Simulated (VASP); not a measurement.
Wanted: the native input for a VASP 6.6.1 run.

```yaml
Task: single point
Functional: PBE
Potentials_or_basis: VASP PAW PBE potentials, release 64 (Fe)
Cutoff: 600 eV
k_mesh: 16 × 16 × 9
Occupations: fermi-dirac, width 0.05 eV
Spin: collinear spin, antiferromagnetic start
Starting_moments: "[2.5, -2.5] μB"
Dipole_correction: no
Further_INCAR_settings: ALGO = Normal; EDIFF = 1e-06; NBANDS = 19
```

The structure of Fe lies in POSCAR:

```
Fe
1.0
    2.5562814841      0.0000000000      0.0000000000
   -1.2781407421      2.2138047044      0.0000000000
    0.0000000000      0.0000000000      4.0378101798
Fe
2
Direct
    0.3333333333      0.6666666667      0.2500000000
    0.6666666667      0.3333333333      0.7500000000
```

This isn't the form of Fe at room conditions, which is bcc.

These files were run (other wordings do the same):

INCAR

```
SYSTEM = Fe
PREC     = Accurate       ! precision mode
ENCUT    = 600            ! plane-wave cutoff, eV
EDIFF    = 1E-6           ! SCF threshold, eV
ISMEAR   = -1             ! smearing method
SIGMA    = 0.05           ! smearing width, eV
LREAL    = .FALSE.        ! projectors in reciprocal space
LASPH    = .TRUE.         ! aspherical terms in the spheres
NELM     = 200            ! most SCF steps
ALGO     = Normal         ! electronic algorithm
ISIF     = 2              ! what is computed and relaxed
LWAVE    = .FALSE.        ! write WAVECAR
LCHARG   = .FALSE.        ! write CHGCAR
ISPIN    = 2              ! spin polarisation
MAGMOM   = 2.5 -2.5       ! initial moments
LORBIT   = 11             ! projections on sites
LMAXMIX  = 4              ! l up to which the mixer works
GGA      = PE             ! functional
NBANDS   = 19             ! bands
GGA_COMPAT= .FALSE.
```

KPOINTS

```
regular mesh
0
G
  16 16 9
  0 0 0
```

Potentials or basis: VASP PAW PBE potentials, release 64 (Fe).

Launch:

```bash
$ cat potpaw_PBE.64/Fe/POTCAR > POTCAR
$ mpirun -np 1 vasp_std > vasp.out
```

Results of the run:

```json
{
  "Pressure": "-13.5 GPa",
  "Band gap on the k mesh": "zero (filled and empty bands overlap)",
  "Net moment": "0.00 μB per cell",
  "Site moments": "Fe +1.56, -1.56 μB",
  "Valence electrons inside the program's atomic spheres": "Fe 7.25"
}
```

Caveat: the cell stands under tension.

It took 3.2 min on 1 thread of Intel Xeon 8259CL, with other jobs on the host, peak memory 0.23 GiB.
